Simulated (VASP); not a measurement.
# LaB (Fm-3m) in VASP: notebook, part 2 of 2

VASP 6.6.1. Earlier steps stand in the parts before.

## Step 3: Single point, PBE (22.35 Å³/atom)

This run uses another cell than the first one, of 22.35 Å³/atom.

INCAR

```
SYSTEM = LaB
ALGO = Normal ; EDIFF = 1E-7
ENCUT = 520 ; GGA = PE
ISIF = 2 ; ISMEAR = 0
LASPH = .TRUE. ; LCHARG = .TRUE.
LELF = .TRUE. ; LREAL = .FALSE.
LVHAR = .TRUE. ; LWAVE = .FALSE.
NBANDS = 14 ; NELM = 80
PREC = Accurate ; SIGMA = 0.05
```

KPOINTS

```
k-points
0
G
  10 10 10
  0 0 0
```

POSCAR

```
LaB
1.0
    0.0000000000      2.8167500939      2.8167500939
    2.8167500939      0.0000000000      2.8167500939
    2.8167500939      2.8167500939      0.0000000000
La B
1 1
Direct
    0.5000000000      0.5000000000      0.5000000000
    0.0000000000      0.0000000000      0.0000000000
```

Potentials or basis: VASP PAW PBE potentials, release 64 (La, B).

The run is started by

```sh
$ cat potpaw_PBE.64/La/POTCAR potpaw_PBE.64/B/POTCAR > POTCAR
$ mpirun -np 1 vasp_std > vasp.out
```

OUTCAR:

```text
SYSTEM = LaB
   EDIFF = 1E-7
   ENCUT = 520
   GGA = PE
   ISIF = 2
   ISMEAR = 0
   LASPH = .TRUE.
   LREAL = .FALSE.
   NELM = 80
   PREC = Accurate

 ion  position               nearest neighbor table
   1  0.500  0.500  0.500-   2 2.82   2 2.82   2 2.82   2 2.82   2 2.82   2 2.82
   2  0.000  0.000  0.000-   1 2.82   1 2.82   1 2.82   1 2.82   1 2.82   1 2.82

  LATTYP: Found a face centered cubic cell.
 ALAT       =     5.6335001878

  Lattice vectors:

 A1 = (   0.0000000000,   2.8167500939,   2.8167500939)
 A2 = (   2.8167500939,   0.0000000000,   2.8167500939)
 A3 = (   2.8167500939,   2.8167500939,   0.0000000000)

Analysis of symmetry for initial positions (statically):
=====================================================================
 Subroutine PRICEL returns:
 Original cell was already a primitive cell.

 Routine SETGRP: Setting up the symmetry group for a
 face centered cubic supercell.

 Subroutine GETGRP returns: Found 48 space group operations
 (whereof 48 operations were pure point group operations)
 out of a pool of 48 trial point group operations.

The static configuration has the point symmetry O_h .

Analysis of symmetry for dynamics (positions and initial velocities):
=====================================================================
 Subroutine PRICEL returns:
 Original cell was already a primitive cell.

 Routine SETGRP: Setting up the symmetry group for a
 face centered cubic supercell.

 Subroutine GETGRP returns: Found 48 space group operations
 (whereof 48 operations were pure point group operations)
 out of a pool of 48 trial point group operations.

The dynamic configuration has the point symmetry O_h .

 Subroutine INISYM returns: Found 48 space group operations
 (whereof 48 operations are pure point group operations),
 and found     1 'primitive' translations

----------------------------------------------------------------------------------------

                                     Primitive cell

  volume of cell :      44.6966

  direct lattice vectors                    reciprocal lattice vectors
     0.000000000  2.816750094  2.816750094    -0.177509535  0.177509535  0.177509535
     2.816750094  0.000000000  2.816750094     0.177509535 -0.177509535  0.177509535
     2.816750094  2.816750094  0.000000000     0.177509535  0.177509535 -0.177509535

  length of vectors
     3.983486185  3.983486185  3.983486185     0.307455534  0.307455534  0.307455534

  position of ions in fractional coordinates (direct lattice)
     0.500000000  0.500000000  0.500000000
     0.000000000  0.000000000  0.000000000

  ion indices of the primitive-cell ions
   primitive index   ion index
                 1           1
                 2           2

----------------------------------------------------------------------------------------

 KPOINTS: k-points

Automatic generation of k-mesh.
 Grid dimensions read from file:
 generate k-points for:   10   10   10

 Generating k-lattice:

  Cartesian coordinates                     Fractional coordinates (reciprocal lattice)
    -0.017750954  0.017750954  0.017750954     0.100000000  0.000000000  0.000000000
     0.017750954 -0.017750954  0.017750954     0.000000000  0.100000000  0.000000000
     0.017750954  0.017750954 -0.017750954     0.000000000  0.000000000  0.100000000

  Length of vectors
[... 39 lines left out ...]
   total plane-waves  NPLWV =  27000
   dimension x,y,z NGX =    30 NGY =   30 NGZ =   30
   dimension x,y,z NGXF=    60 NGYF=   60 NGZF=   60
   ions per type =               1   1
   NGX,Y,Z   is equivalent  to a cutoff of  12.52, 12.52, 12.52 a.u.
   NGXF,Y,Z  is equivalent  to a cutoff of  25.04, 25.04, 25.04 a.u.
 SYSTEM =  LaB
   PREC   = accura    normal or accurate (medium, high low for compatibility)
   ISTART =      0    job   : 0-new  1-cont  2-samecut
   ICHARG =      2    charge: 1-file 2-atom 10-const
   ISPIN  =      1    spin polarized calculation?
   LNONCOLLINEAR =      F non collinear calculations
   LSORBIT =      F    spin-orbit coupling
   LASPH  =      T    aspherical Exc in radial PAW
   ENCUT  =  520.0 eV  38.22 Ry    6.18 a.u.   7.41  7.41  7.41*2*pi/ulx,y,z
   NELM   =     80;   NELMIN=  2; NELMDL= -5     # of ELM steps
   EDIFF  = 0.1E-06   stopping-criterion for ELM
   LREAL  =      F    real-space projection
   EDIFFG = 0.1E-05   stopping-criterion for IOM
   NSW    =      0    number of steps for IOM
   IBRION =     -1    ionic relax: 0-MD 1-quasi-New 2-CG
   NFREE  =      0    steps in history (QN), initial steepest desc. (CG)
   ISIF   =      2    stress and relaxation
   ISYM   =      2    0-nonsym 1-usesym 2-fastsym
   POTIM  = 0.5000    time-step for ionic-motion
   TEBEG  =    0.0;   TEEND  =   0.0 temperature during run
   PSTRESS=    0.0 pullay stress
   NELECT =      14.0000    total number of electrons
   NUPDOWN=      -1.0000    fix difference up-down
   EMIN   =  10.00;   EMAX   =-10.00  energy-range for DOS
   EFERMI =   0.00;   METHOD = LEGACY
   ISMEAR =     0;   SIGMA  =   0.05  broadening in eV -4-tet -1-fermi 0-gaus
   EFERMI_NEDOS =   21; number of points for ismear=-14 and -15
   IALGO  =     38    algorithm
   IMIX   =      4    mixing-type and parameters
     AMIX     =   0.40;   BMIX     =  1.00
     AMIX_MAG =   1.60;   BMIX_MAG =  1.00
  volume/ion in A,a.u.               =      22.35       150.81
  Fermi-wavevector in a.u.,A,eV,Ry     =   1.111798  2.100993 16.818088  1.236095
  Thomas-Fermi vector in A             =   2.248365
   LORBIT       =      0    0 simple, 1 ext, 2 COOP (PROOUT), +10 PAW based schemes
   GGA     = PE    functional components
   LHFCALC =     F    Hartree Fock is set to
   AEXX    =    0.0000 exact exchange contribution
   IVDW    =     0    specifies the selected vdW correction
   LEPSILON=     F    determine dielectric tensor
   LRPA    =     F    only Hartree local field effects (RPA)
 non-spin polarized calculation
 Gauss-broadening in eV      SIGMA  =   0.05
  energy-cutoff  :      520.00
  volume of cell :       44.70
 maximum number of plane-waves:      1243
 NGX is ok and might be reduce to    30
   NGX = 15   NGY = 15   NGZ = 15

 number of electron      13.9999998 magnetization

 Free energy of the ion-electron system (eV)
  ---------------------------------------------------
  ext. energy  EPLUGINS =         0.00000000
  ---------------------------------------------------
  free energy    TOTEN  =       -10.45151872 eV

  energy without entropy =      -10.44506038  energy(sigma->0) =      -10.44828955

 E-fermi :   6.6072     XC(G=0):  -9.9768

 val. band max:        6.5983804232   @ k =  -0.3000   0.4000   0.1000
 cond. band min:       6.6446784756   @ k =   0.4000   0.3000   0.0000
 fundamental gap:      0.0462980524
 Fermi energy:         6.6071620364

 k-point     1 :       0.0000    0.0000    0.0000
  band No.  band energies     occupation
      1     -25.0355      2.00000
      2      -8.3818      2.00000
      3      -8.3818      2.00000
      4      -8.3818      2.00000
      5       0.2082      2.00000
      6       7.7478      0.00000
      7       7.7478      0.00000
      8       7.7478      0.00000
      9       8.7862      0.00000
     10       8.7862      0.00000
     11       8.7862      0.00000
     12       9.2360      0.00000
     13      10.0560      0.00000
     14      10.0560      0.00000
[... 377 lines left out ...]
      1     -24.9220      2.00000
      2      -9.1206      2.00000
      3      -8.6756      2.00000
      4      -8.6425      2.00000
      5       1.2044      2.00000
      6       6.0470      2.00000
      7       6.6447      0.28863
      8       7.4017      0.00000
      9       7.7639      0.00000
     10       9.6822      0.00000
     11       9.7388      0.00000
     12       9.7953      0.00000
     13       9.8235      0.00000
     14       9.9217      0.00000

 [... further k-points ...]

------------------------ aborting loop because EDIFF is reached ----------------------------------------

  FORCE on cell =-STRESS in cart. coord.  units (eV):
  Direction    XX          YY          ZZ          XY          YZ          ZX
  --------------------------------------------------------------------------------------
  -------------------------------------------------------------------------------------
  Total        0.3408201      0.3408201      0.3408201     -0.0000000      0.0000000      0.0000000
  in kB       12.2168966     12.2168966     12.2168966     -0.0000000      0.0000000      0.0000000
  external PRESSURE =      12.2168966 kB  Pullay stress =       0.0000000 kB

 VOLUME and BASIS-vectors are now :
 -----------------------------------------------------------------------------
  energy-cutoff  :      520.00
  volume of cell :       44.70
      direct lattice vectors                 reciprocal lattice vectors
     0.000000000  2.816750094  2.816750094    -0.177509535  0.177509535  0.177509535
     2.816750094  0.000000000  2.816750094     0.177509535 -0.177509535  0.177509535
     2.816750094  2.816750094  0.000000000     0.177509535  0.177509535 -0.177509535

 POSITION                                       TOTAL-FORCE (eV/Angst)
 -----------------------------------------------------------------------------------
      2.81675      2.81675      2.81675         0.000000      0.000000     -0.000000
      0.00000      0.00000      0.00000         0.000000     -0.000000      0.000000
 -----------------------------------------------------------------------------------
    total drift:                               -0.000000     -0.000000      0.000000

  FREE ENERGIE OF THE ION-ELECTRON SYSTEM (eV)
  ---------------------------------------------------
  free  energy   TOTEN  =       -10.4515187173 eV

  energy  without entropy=      -10.4450603750  energy(sigma->0) =      -10.44828955
```

It took 49 s on 1 thread of AMD EPYC 7R13 (Zen 3), shared host; peak memory 0.17 GiB.

Results:

| Property | Result |
| --- | --- |
| Free energy | -10.4515 eV |
| Pressure | 1.2 GPa |
| Band gap on the k mesh | zero (bands 7 and 8 overlap by 1.98 eV) |

Levels at points of the mesh, in eV from the Fermi level:
```tsv
k point	band 3	band 4	band 5	band 6	band 7	band 8	band 9	band 10	band 11	band 12
(0.00, 0.00, 0.00)	-14.99	-14.99	-6.40	1.14	1.14	1.14	2.18	2.18	2.18	2.63
(0.50, 0.00, 0.00)	-15.08	-15.08	-3.80	-2.47	-0.84	-0.84	2.69	2.96	2.96	3.33
(0.50, 0.50, 0.00)	-15.33	-15.33	-5.83	-0.19	0.71	1.20	1.20	3.06	3.15	3.23
```

Caveat: spin-orbit coupling is left out, which moves the levels of the heavy elements.

## Step 4: Single point, PBE (21.89 Å³/atom)

This run uses another cell than the first one, of 21.89 Å³/atom.

INCAR

```
SYSTEM = LaB
ALGO = Normal
EDIFF = 1E-6
ENCUT = 520
GGA = PE
ISIF = 2
ISMEAR = 0
LASPH = .TRUE.
LCHARG = .TRUE.
LELF = .TRUE.
LREAL = .FALSE.
LVHAR = .TRUE.
LWAVE = .FALSE.
NBANDS = 14
NELM = 80
PREC = Accurate
SIGMA = 0.05
```

KPOINTS is that of step 3.

POSCAR

```
LaB
1.0
    0.0000000000      2.7974566796      2.7974566796
    2.7974566796      0.0000000000      2.7974566796
    2.7974566796      2.7974566796      0.0000000000
La B
1 1
Direct
    0.5000000000      0.5000000000      0.5000000000
    0.0000000000      0.0000000000      0.0000000000
```

Potentials or basis: VASP PAW PBE potentials, release 64 (La, B).

The run is started by

```sh
$ cat potpaw_PBE.64/La/POTCAR potpaw_PBE.64/B/POTCAR > POTCAR
$ mpirun -np 1 vasp_std > vasp.out
```

OUTCAR:

```text
SYSTEM = LaB
   EDIFF = 1E-6
   ENCUT = 520
   GGA = PE
   ISIF = 2
   ISMEAR = 0
   LASPH = .TRUE.
   LREAL = .FALSE.
   NELM = 80
   PREC = Accurate

 ion  position               nearest neighbor table
   1  0.500  0.500  0.500-   2 2.80   2 2.80   2 2.80   2 2.80   2 2.80   2 2.80
   2  0.000  0.000  0.000-   1 2.80   1 2.80   1 2.80   1 2.80   1 2.80   1 2.80

  LATTYP: Found a face centered cubic cell.
 ALAT       =     5.5949133592

  Lattice vectors:

[... 597 lines left out ...]

  FORCE on cell =-STRESS in cart. coord.  units (eV):
  Direction    XX          YY          ZZ          XY          YZ          ZX
  --------------------------------------------------------------------------------------
  -------------------------------------------------------------------------------------
  Total        0.6903574      0.6903574      0.6903574      0.0000000      0.0000000     -0.0000000
  in kB       25.2618089     25.2618089     25.2618089      0.0000000      0.0000000     -0.0000000
  external PRESSURE =      25.2618089 kB  Pullay stress =       0.0000000 kB

 VOLUME and BASIS-vectors are now :
 -----------------------------------------------------------------------------
  energy-cutoff  :      520.00
  volume of cell :       43.78
      direct lattice vectors                 reciprocal lattice vectors
     0.000000000  2.797456680  2.797456680    -0.178733778  0.178733778  0.178733778
     2.797456680  0.000000000  2.797456680     0.178733778 -0.178733778  0.178733778
     2.797456680  2.797456680  0.000000000     0.178733778  0.178733778 -0.178733778

 POSITION                                       TOTAL-FORCE (eV/Angst)
 -----------------------------------------------------------------------------------
      2.79746      2.79746      2.79746         0.000000      0.000000      0.000000
      0.00000      0.00000      0.00000        -0.000000      0.000000      0.000000
 -----------------------------------------------------------------------------------
    total drift:                               -0.000000     -0.000000      0.000000

  FREE ENERGIE OF THE ION-ELECTRON SYSTEM (eV)
  ---------------------------------------------------
  free  energy   TOTEN  =       -10.4406866278 eV

  energy  without entropy=      -10.4335659335  energy(sigma->0) =      -10.43712628
```

stdout:

```text
POSCAR found type information on POSCAR LaB
 POSCAR found :  2 types and       2 ions
 scaLAPACK will be used
 LDA part: xc-table for (Slater+PW92), standard interpolation
 POSCAR, INCAR and KPOINTS ok, starting setup
 FFT: planning ... GRIDC
 FFT: planning ... GRID_SOFT
 FFT: planning ... GRID
 WAVECAR not read
 entering main loop
```

Run time: 40 s. Hardware: 1 thread of AMD EPYC 7R13 (Zen 3), shared host; peak memory 0.17 GiB.

Results:

```
Free energy            : -10.4407 eV
Pressure               : 2.5 GPa
Band gap on the k mesh : zero (bands 7 and 8 overlap by 2.02 eV)
```

Levels at points of the mesh, in eV from the Fermi level:
```tsv
k point	band 4	band 5	band 6	band 7	band 8	band 9	band 10	band 11
(0.00, 0.00, 0.00)	-14.93	-6.43	1.14	1.14	1.14	2.18	2.18	2.18
(0.50, 0.00, 0.00)	-15.02	-3.75	-2.52	-0.88	-0.88	2.74	3.01	3.01
(0.50, 0.50, 0.00)	-15.29	-5.89	-0.24	0.78	1.22	1.22	3.13	3.22
```

Caveat: spin-orbit coupling is left out, which moves the levels of the heavy elements.

## Step 5: Single point, PBE (22.80 Å³/atom)

This run uses another cell than the first one, of 22.80 Å³/atom.

INCAR

```
SYSTEM = LaB
ALGO = Normal ; EDIFF = 1E-6
ENCUT = 520 ; GGA = PE
ISIF = 2 ; ISMEAR = 0
LASPH = .TRUE. ; LCHARG = .FALSE.
LREAL = .FALSE. ; LWAVE = .FALSE.
NBANDS = 14 ; NELM = 100
PREC = Accurate ; SIGMA = 0.05
```

KPOINTS is that of step 4.

POSCAR

```
LaB
1.0
    0.0000000000      2.8357827665      2.8357827665
    2.8357827665      0.0000000000      2.8357827665
    2.8357827665      2.8357827665      0.0000000000
La B
1 1
Direct
    0.5000000000      0.5000000000      0.5000000000
    0.0000000000      0.0000000000      0.0000000000
```

The run is started by

```sh
$ cat potpaw_PBE.64/La/POTCAR potpaw_PBE.64/B/POTCAR > POTCAR
$ mpirun -np 1 vasp_std > vasp.out
```

It took 31 s on 1 thread of AMD EPYC 7R13 (Zen 3), shared host; peak memory 0.17 GiB.

Results (log left out):

```
Free energy            : -10.4551 eV
Pressure               : 0.0 GPa
Band gap on the k mesh : zero (bands 7 and 8 overlap by 1.94 eV)
```

Levels at points of the mesh, in eV from the Fermi level:
```tsv
k point	band 3	band 4	band 5	band 6	band 7	band 8	band 9	band 10	band 11	band 12
(0.00, 0.00, 0.00)	-15.05	-15.05	-6.37	1.14	1.14	1.14	2.18	2.18	2.18	2.59
(0.50, 0.00, 0.00)	-15.14	-15.14	-3.84	-2.43	-0.79	-0.79	2.65	2.90	2.90	3.26
(0.50, 0.50, 0.00)	-15.37	-15.37	-5.77	-0.14	0.65	1.18	1.18	3.00	3.09	3.16
```

Caveat: spin-orbit coupling is left out, which moves the levels of the heavy elements.

## Step 6: Summary

| cell | gap on the mesh (eV) | pressure (GPa) |
| --- | --- | --- |
| a = 3.935 Å, angles 60.0°, 2 atoms | none | 3.6 |
| a = 3.983 Å, angles 60.0°, 2 atoms | none | 1.2 |
| a = 3.956 Å, angles 60.0°, 2 atoms | none | 2.5 |
| a = 4.010 Å, angles 60.0°, 2 atoms | none | 0.0 |

Alike in all rows: task single point; level PBE; potentials or basis VASP PAW PBE potentials, release 64 (La, B); no spin polarisation; k mesh 10 × 10 × 10; cutoff (eV) 520; smearing gaussian 0.05 eV.

Caveats: spin-orbit coupling is left out, which moves the levels of the heavy elements; the cell stands under pressure (at least some runs).

Total energies depend on the potentials used, so only differences within one code and one set of settings carry meaning.
